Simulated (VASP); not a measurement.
Set up this calculation in VASP 6.6.1, as the native input.

```
Task                   : single point
Functional             : PBE
Potentials or basis    : VASP PAW PBE potentials, release 64 (Nb_sv, B)
Cutoff                 : 520 eV
k mesh                 : 12 × 12 × 2
Occupations            : gaussian, width 0.2 eV
Spin                   : no spin polarisation
Dipole correction      : no
Further INCAR settings : ALGO = Normal; EDIFF = 1e-07; NBANDS = 37
```

The structure of Nb3B5 lies in POSCAR:

```
Nb3B5
1.0
    3.1220882422     -0.0000819405     -0.0000389308
   -1.5611113948      2.7036041981      0.0001100001
   -0.0002114966      0.0004312640      9.6350825079
Nb B
3 5
Direct
   -0.0000063154      1.0000199785      0.1576161877
    0.0000599889     -0.0000159632      0.8423823308
    0.0000013245      0.0000012277      0.5000035464
    0.3332509890      0.6666887979      0.0000014275
    0.3333088953      0.6666714488      0.3293080163
    0.6666499778      0.3333499958      0.3238908329
    0.3333666462      0.6666446011      0.6707250676
    0.6667018270      0.3333065800      0.6760725907
```

These files were run (other wordings do the same):

INCAR

```
SYSTEM = Nb3B5
PREC = Accurate
ENCUT = 520
EDIFF = 1E-7
ISMEAR = 0
SIGMA = 0.2
LREAL = .False.
LASPH = .True.
NELM = 100
ALGO = Normal
ISIF = 2
LWAVE = .False.
LCHARG = .False.
GGA = PE
NBANDS = 37
```

KPOINTS

```
regular mesh
0
Gamma
  12 12 2
  0 0 0
```

Potentials or basis: VASP PAW PBE potentials, release 64 (Nb_sv, B).

Command:

```console
$ cat potpaw_PBE.64/Nb_sv/POTCAR potpaw_PBE.64/B/POTCAR > POTCAR
$ mpirun -np 1 vasp_std > vasp.out
```

Results of the run:

```yaml
Pressure: -0.3 GPa
Largest_force: 0.024 eV/Å
Band_gap_on_the_k_mesh: zero (bands 27 and 28 overlap by 0.61 eV)
```

Wall time 17 min on 1 thread of Intel Xeon 8259CL (shared host), peak memory 0.44 GiB.
